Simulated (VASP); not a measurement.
# Mg3Sb2 (P-3m1) in VASP: single point with PBE

Aim: the single point of Mg3Sb2 with PBE.

Everything below comes from runs of VASP 6.6.1. Logs are shortened: lines on timing, memory, paths and dates and some standing lists are left out, and cuts for length are marked.

## 1. The cell of the first run

It takes space group P-3m1 (No. 164, trigonal). The conventional cell has a = 4.570 Å, b = 4.570 Å, c = 7.240 Å, α = 90.00°, β = 90.00°, γ = 120.00°. Within 3.8 Å of Mg (site symmetry 3m) lie 4 Sb at 2.82 to 2.93 Å and 6 Mg at 3.27 to 3.74 Å. Within 4.1 Å of Mg (site symmetry -3m) lie 6 Sb at 3.12 Å and 6 Mg at 3.74 Å. Within 3.7 Å of Sb (site symmetry 3m) lie 7 Mg at 2.82 to 3.12 Å.

## 2. Single point, PBE

File INCAR:

```
PREC     = Accurate       # precision mode
ENCUT    = 840            # plane-wave cutoff, eV
EDIFF    = 1E-6           # SCF threshold, eV
ISMEAR   = -1             # smearing method
SIGMA    = 0.02           # smearing width, eV
LREAL    = False          # projectors in reciprocal space
LASPH    = True           # aspherical terms in the spheres
NELM     = 120            # most SCF steps
ALGO     = Normal         # electronic algorithm
ISIF     = 2              # what is computed and relaxed
LWAVE    = False          # write WAVECAR
LCHARG   = False          # write CHGCAR
GGA      = PE             # functional
NBANDS   = 38             # bands
GGA_COMPAT= False
```

File KPOINTS:

```
regular mesh
0
Gamma
  6 6 4
```

File POSCAR:

```
Mg3Sb2
1.0
    4.5696659248      0.0000000000      0.0000000000
   -2.2848329624      3.9574467777      0.0000000000
    0.0000000000      0.0000000000      7.2399975018
Mg Sb
3 2
Direct
    0.3333333333      0.6666666667      0.6336571752
    0.6666666667      0.3333333333      0.3663428248
    0.0000000000      0.0000000000      0.0000000000
    0.3333333333      0.6666666667      0.2287531118
    0.6666666667      0.3333333333      0.7712468882
```

Potentials or basis: VASP PAW PBE potentials, release 64 (Mg_sv, Sb_d_GW).

Started as:

```bash
> cat potpaw_PBE.64/Mg_sv/POTCAR potpaw_PBE.64/Sb_d_GW/POTCAR > POTCAR
> mpirun -np 1 vasp_std > vasp.out
```

OUTCAR:

```text
PREC = Accurate
   ENCUT = 840
   EDIFF = 1E-6
   ISMEAR = -1
   LREAL = False
   LASPH = True
   NELM = 120
   ISIF = 2
   GGA = PE

 ion  position               nearest neighbor table
   1  0.333  0.667  0.634-   5 2.82   5 2.82   5 2.82
   2  0.667  0.333  0.366-   4 2.82   4 2.82   4 2.82
   3  0.000  0.000  0.000-
   4  0.333  0.667  0.229-   2 2.82   2 2.82   2 2.82
   5  0.667  0.333  0.771-   1 2.82   1 2.82   1 2.82

  LATTYP: Found a hexagonal cell.
 ALAT       =     4.5696659248
 C/A-ratio  =     1.5843603495

  Lattice vectors:

 A1 = (   4.5696659248,   0.0000000000,   0.0000000000)
 A2 = (  -2.2848329624,   3.9574467777,   0.0000000000)
 A3 = (   0.0000000000,   0.0000000000,   7.2399975018)

Analysis of symmetry for initial positions (statically):
=====================================================================
 Subroutine PRICEL returns:
 Original cell was already a primitive cell.

 Routine SETGRP: Setting up the symmetry group for a
 hexagonal supercell.

 Subroutine GETGRP returns: Found 12 space group operations
 (whereof 12 operations were pure point group operations)
 out of a pool of 24 trial point group operations.

The static configuration has the point symmetry D_3d.

Analysis of symmetry for dynamics (positions and initial velocities):
=====================================================================
 Subroutine PRICEL returns:
 Original cell was already a primitive cell.

 Routine SETGRP: Setting up the symmetry group for a
 hexagonal supercell.

 Subroutine GETGRP returns: Found 12 space group operations
 (whereof 12 operations were pure point group operations)
 out of a pool of 24 trial point group operations.

The dynamic configuration has the point symmetry D_3d.

 Subroutine INISYM returns: Found 12 space group operations
 (whereof 12 operations are pure point group operations),
 and found     1 'primitive' translations

----------------------------------------------------------------------------------------

                                     Primitive cell

  volume of cell :     130.9296

  direct lattice vectors                    reciprocal lattice vectors
     4.569665925  0.000000000  0.000000000     0.218834378  0.126344087  0.000000000
    -2.284832962  3.957446778  0.000000000     0.000000000  0.252688174  0.000000000
     0.000000000  0.000000000  7.239997502     0.000000000  0.000000000  0.138121595

  length of vectors
     4.569665925  4.569665925  7.239997502     0.252688174  0.252688174  0.138121595

  position of ions in fractional coordinates (direct lattice)
     0.333333333  0.666666667  0.633657175
     0.666666667  0.333333333  0.366342825
     0.000000000  0.000000000  0.000000000
     0.333333333  0.666666667  0.228753112
     0.666666667  0.333333333  0.771246888

  ion indices of the primitive-cell ions
   primitive index   ion index
                 1           1
                 2           2
                 3           3
                 4           4
                 5           5

----------------------------------------------------------------------------------------

 KPOINTS: regular mesh

Automatic generation of k-mesh.
 Grid dimensions read from file:
 generate k-points for:    6    6    4

 Generating k-lattice:

  Cartesian coordinates                     Fractional coordinates (reciprocal lattice)
     0.036472396  0.021057348  0.000000000     0.166666667  0.000000000  0.000000000
     0.000000000  0.042114696  0.000000000     0.000000000  0.166666667  0.000000000
     0.000000000  0.000000000  0.034530399     0.000000000  0.000000000  0.250000000

  Length of vectors
     0.042114696  0.042114696  0.034530399

  Shift w.r.t. Gamma in fractional coordinates (k-lattice)
     0.000000000  0.000000000  0.000000000

 Subroutine IBZKPT returns following result:
 ===========================================

 Found     24 irreducible k-points:

 Following reciprocal coordinates:
            Coordinates               Weight
  0.000000  0.000000  0.000000      1.000000
  0.166667  0.000000  0.000000      6.000000
  0.333333  0.000000  0.000000      6.000000
  0.500000  0.000000  0.000000      3.000000
  0.166667  0.166667  0.000000      6.000000
  0.333333  0.166667  0.000000     12.000000
[... 16 lines left out ...]
  0.333333  0.166667  0.500000     12.000000
  0.333333  0.333333  0.500000      2.000000
   k-points           NKPTS =     24   k-points in BZ     NKDIM =     24   number of bands    NBANDS=     38
   number of dos      NEDOS =    301   number of ions     NIONS =      5
   total plane-waves  NPLWV = 161280
   dimension x,y,z NGX =    48 NGY =   48 NGZ =   70
   dimension x,y,z NGXF=    96 NGYF=   96 NGZF=  140
   ions per type =               3   2
   NGX,Y,Z   is equivalent  to a cutoff of  17.46, 17.46, 16.07 a.u.
   NGXF,Y,Z  is equivalent  to a cutoff of  34.93, 34.93, 32.15 a.u.
 SYSTEM =  unknown system
   PREC   = accura    normal or accurate (medium, high low for compatibility)
   ISTART =      0    job   : 0-new  1-cont  2-samecut
   ICHARG =      2    charge: 1-file 2-atom 10-const
   ISPIN  =      1    spin polarized calculation?
   LNONCOLLINEAR =      F non collinear calculations
   LSORBIT =      F    spin-orbit coupling
   LASPH  =      T    aspherical Exc in radial PAW
   ENCUT  =  840.0 eV  61.74 Ry    7.86 a.u.  10.80 10.80 17.11*2*pi/ulx,y,z
   NELM   =    120;   NELMIN=  2; NELMDL= -5     # of ELM steps
   EDIFF  = 0.1E-05   stopping-criterion for ELM
   LREAL  =      F    real-space projection
   EDIFFG = 0.1E-04   stopping-criterion for IOM
   NSW    =      0    number of steps for IOM
   IBRION =     -1    ionic relax: 0-MD 1-quasi-New 2-CG
   NFREE  =      0    steps in history (QN), initial steepest desc. (CG)
   ISIF   =      2    stress and relaxation
   ISYM   =      2    0-nonsym 1-usesym 2-fastsym
   POTIM  = 0.5000    time-step for ionic-motion
   TEBEG  =    0.0;   TEEND  =   0.0 temperature during run
   PSTRESS=    0.0 pullay stress
   NELECT =      60.0000    total number of electrons
   NUPDOWN=      -1.0000    fix difference up-down
   EMIN   =  10.00;   EMAX   =-10.00  energy-range for DOS
   EFERMI =   0.00;   METHOD = LEGACY
   ISMEAR =    -1;   SIGMA  =   0.02  broadening in eV -4-tet -1-fermi 0-gaus
   EFERMI_NEDOS =   21; number of points for ismear=-14 and -15
   IALGO  =     38    algorithm
   IMIX   =      4    mixing-type and parameters
     AMIX     =   0.40;   BMIX     =  1.00
     AMIX_MAG =   1.60;   BMIX_MAG =  1.00
  volume/ion in A,a.u.               =      26.19       176.71
  Fermi-wavevector in a.u.,A,eV,Ry     =   1.262155  2.385127 21.674551  1.593035
  Thomas-Fermi vector in A             =   2.395577
   LORBIT       =      0    0 simple, 1 ext, 2 COOP (PROOUT), +10 PAW based schemes
   GGA     = PE    functional components
   LHFCALC =     F    Hartree Fock is set to
   AEXX    =    0.0000 exact exchange contribution
   IVDW    =     0    specifies the selected vdW correction
   LEPSILON=     F    determine dielectric tensor
   LRPA    =     F    only Hartree local field effects (RPA)
 non-spin polarized calculation
  energy-cutoff  :      840.00
  volume of cell :      130.93
 maximum number of plane-waves:      7266
 NGX is ok and might be reduce to    48
   NGX = 21   NGY = 21   NGZ = 35

 number of electron      59.9999984 magnetization

 Free energy of the ion-electron system (eV)
  ---------------------------------------------------
  ext. energy  EPLUGINS =         0.00000000
  ---------------------------------------------------
  free energy    TOTEN  =       -14.72246183 eV

  energy without entropy =      -14.72245418  energy(sigma->0) =      -14.72245800

 E-fermi :   3.5902     XC(G=0):  -9.0932

 val. band max:        3.4628230268   @ k =   0.0000   0.0000   0.0000
 cond. band min:       3.7344589005   @ k =   0.3333   0.3333   0.0000
 fundamental gap:      0.2716358737
 Fermi energy:         3.5901504488

 k-point     1 :       0.0000    0.0000    0.0000
  band No.  band energies     occupation
      1     -73.4813      2.00000
      2     -72.7754      2.00000
      3     -72.7745      2.00000
      4     -40.2427      2.00000
      5     -40.2360      2.00000
      6     -40.2360      2.00000
[... 30 lines left out ...]
     37       7.5745      0.00000
     38       8.5320      0.00000

 k-point     2 :       0.1667    0.0000    0.0000
  band No.  band energies     occupation
      1     -73.4812      2.00000
      2     -72.7753      2.00000
      3     -72.7744      2.00000
      4     -40.2426      2.00000
      5     -40.2360      2.00000
      6     -40.2360      2.00000
[... 30 lines left out ...]
     37       7.5749      0.00000
     38       8.0787      0.00000

 k-point     3 :       0.3333    0.0000    0.0000
  band No.  band energies     occupation
      1     -73.4812      2.00000
      2     -72.7752      2.00000
      3     -72.7746      2.00000
      4     -40.2426      2.00000
      5     -40.2361      2.00000
      6     -40.2360      2.00000
[... 30 lines left out ...]
     37       8.9109      0.00000
     38       9.0492      0.00000

 k-point     4 :       0.5000    0.0000    0.0000
  band No.  band energies     occupation
      1     -73.4813      2.00000
      2     -72.7751      2.00000
      3     -72.7748      2.00000
      4     -40.2427      2.00000
      5     -40.2362      2.00000
      6     -40.2360      2.00000
[... 30 lines left out ...]
     37       9.2661      0.00000
     38       9.8128      0.00000
[... 703 lines left out ...]
      4     -40.2427      2.00000
      5     -40.2361      2.00000
      6     -40.2360      2.00000
[... 30 lines left out ...]
     37       7.8593      0.00000
     38       8.6827      0.00000

 k-point    23 :       0.3333    0.1667    0.5000
  band No.  band energies     occupation
      1     -73.4812      2.00000
      2     -72.7751      2.00000
      3     -72.7748      2.00000
      4     -40.2426      2.00000
      5     -40.2361      2.00000
      6     -40.2361      2.00000
[... 30 lines left out ...]
     37       9.0774      0.00000
     38       9.1706      0.00000

 k-point    24 :       0.3333    0.3333    0.5000
  band No.  band energies     occupation
      1     -73.4813      2.00000
      2     -72.7750      2.00000
      3     -72.7750      2.00000
      4     -40.2426      2.00000
      5     -40.2361      2.00000
      6     -40.2361      2.00000
[... 30 lines left out ...]
     37       8.6268      0.00000
     38       8.9902      0.00000

------------------------ aborting loop because EDIFF is reached ----------------------------------------

  FORCE on cell =-STRESS in cart. coord.  units (eV):
  Direction    XX          YY          ZZ          XY          YZ          ZX
  --------------------------------------------------------------------------------------
  -------------------------------------------------------------------------------------
  Total        0.6931786      0.6931786      0.4905773     -0.0000000      0.0000000      0.0000000
  in kB        8.4823807      8.4823807      6.0031618     -0.0000000      0.0000000      0.0000000
  external PRESSURE =       7.6559744 kB  Pullay stress =       0.0000000 kB

 VOLUME and BASIS-vectors are now :
 -----------------------------------------------------------------------------
  energy-cutoff  :      840.00
  volume of cell :      130.93
      direct lattice vectors                 reciprocal lattice vectors
     4.569665925  0.000000000  0.000000000     0.218834378  0.126344087  0.000000000
    -2.284832962  3.957446778  0.000000000     0.000000000  0.252688174  0.000000000
     0.000000000  0.000000000  7.239997502     0.000000000  0.000000000  0.138121595

 POSITION                                       TOTAL-FORCE (eV/Angst)
 -----------------------------------------------------------------------------------
     -0.00000      2.63830      4.58768        -0.000000      0.000000     -0.027757
      2.28483      1.31915      2.65232         0.000000     -0.000000      0.027757
      0.00000      0.00000      0.00000        -0.000000      0.000000      0.000000
     -0.00000      2.63830      1.65617        -0.000000     -0.000000     -0.164936
      2.28483      1.31915      5.58383         0.000000      0.000000      0.164936
 -----------------------------------------------------------------------------------
    total drift:                               -0.000000      0.000000      0.000000

  FREE ENERGIE OF THE ION-ELECTRON SYSTEM (eV)
  ---------------------------------------------------
  free  energy   TOTEN  =       -14.7224618276 eV

  energy  without entropy=      -14.7224541774  energy(sigma->0) =      -14.72245800
```

Run time: 6 min. Hardware: 1 thread of AMD EPYC 7R43 (Zen 3), shared host; peak memory 0.51 GiB.

Results:

```yaml
Free_energy: -14.7225 eV
Pressure: 0.8 GPa
Largest_force: 0.165 eV/Å
Band_gap_on_the_k_mesh: 0.27 eV (least direct gap 1.12 eV)
```

Forces in eV/Å, atoms in the order of the input:
```
Mg   0.000  0.000 -0.028
Mg   0.000  0.000  0.028
Mg   0.000  0.000  0.000
Sb   0.000  0.000 -0.165
Sb   0.000  0.000  0.165
```

Levels at points of the mesh, in eV from the valence-band top:
| k point | band 28 | band 29 | band 30 | band 31 | band 32 | band 33 |
| --- | --- | --- | --- | --- | --- | --- |
| (0.00, 0.00, 0.00) | -0.39 | -0.39 | 0.00 | 1.12 | 1.25 | 3.07 |
| (0.50, 0.00, 0.00) | -2.29 | -2.19 | -0.90 | 0.42 | 1.98 | 2.15 |
| (0.00, 0.00, 0.50) | -0.79 | -0.72 | -0.72 | 1.79 | 1.89 | 2.74 |
| (0.50, 0.00, 0.50) | -1.67 | -1.65 | -1.52 | 0.47 | 1.34 | 1.76 |

Caveat: semilocal functionals underestimate gaps, and a narrow one can read as zero; spin-orbit coupling is left out, which moves the levels of the heavy elements. A k mesh can miss the band edges.
